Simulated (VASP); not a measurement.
Set up this calculation in VASP 6.6.1, as the native input.

```
Task                   : single point
Functional             : PBE
Potentials or basis    : VASP PAW PBE potentials, release 64 (Mg, W_sv)
Cutoff                 : 520 eV
k mesh                 : 4 × 4 × 2
Occupations            : gaussian, width 0.1 eV
Spin                   : no spin polarisation
Dipole correction      : no
Further INCAR settings : ALGO = Fast; EDIFF = 1e-06; NBANDS = 60
```

The structure of MgW7 lies in POSCAR:

```
MgW7
1.0
    3.8778132406      0.0000000000      0.0000000000
    0.0000000000      3.8778132406      0.0000000000
    0.0000000000      0.0000000000      8.7143785164
Mg W
1 7
Direct
    0.0000000000      0.0000000000      0.0000000000
    0.5000000000      0.0000000000      0.7544146631
    0.5000000000      0.5000000000      0.5000000000
    0.5000000000      0.0000000000      0.2455853369
    0.5000000000      0.5000000000      0.0000000000
    0.0000000000      0.5000000000      0.7544146631
    0.0000000000      0.0000000000      0.5000000000
    0.0000000000      0.5000000000      0.2455853369
```

These files were run (other wordings do the same):

INCAR

```
SYSTEM = MgW7
ALGO     = Fast           ! electronic algorithm
EDIFF    = 1E-6           ! SCF threshold, eV
ENCUT    = 520            ! plane-wave cutoff, eV
GGA      = PE             ! functional
ISIF     = 2              ! what is computed and relaxed
ISMEAR   = 0              ! smearing method
LASPH    = .TRUE.         ! aspherical terms in the spheres
LCHARG   = .FALSE.        ! write CHGCAR
LREAL    = .FALSE.        ! projectors in reciprocal space
LWAVE    = .FALSE.        ! write WAVECAR
NBANDS   = 60             ! bands
NELM     = 80             ! most SCF steps
PREC     = Accurate       ! precision mode
SIGMA    = 0.1            ! smearing width, eV
```

KPOINTS

```
k-points
0
G
  4 4 2
  0 0 0
```

Potentials or basis: VASP PAW PBE potentials, release 64 (Mg, W_sv).

The run is started by

```bash
$ cat potpaw_PBE.64/Mg/POTCAR potpaw_PBE.64/W_sv/POTCAR > POTCAR
$ mpirun -np 1 vasp_std > vasp.out
```

Results of the run:

* Pressure: 0.3 GPa
* Largest force: 0.005 eV/Å
* Band gap on the k mesh: zero (bands 50 and 51 overlap by 0.67 eV)

Caveat: the k points lie up to 0.41 Å⁻¹ apart, too coarse for converged energies and pressures of a metal; spin-orbit coupling is left out, which moves the levels of the heavy elements.

It took 2.5 min on 1 thread of Intel(R) Xeon(R) Platinum 8488C (Sapphire Rapids), with other jobs on the host, peak memory 0.26 GiB.
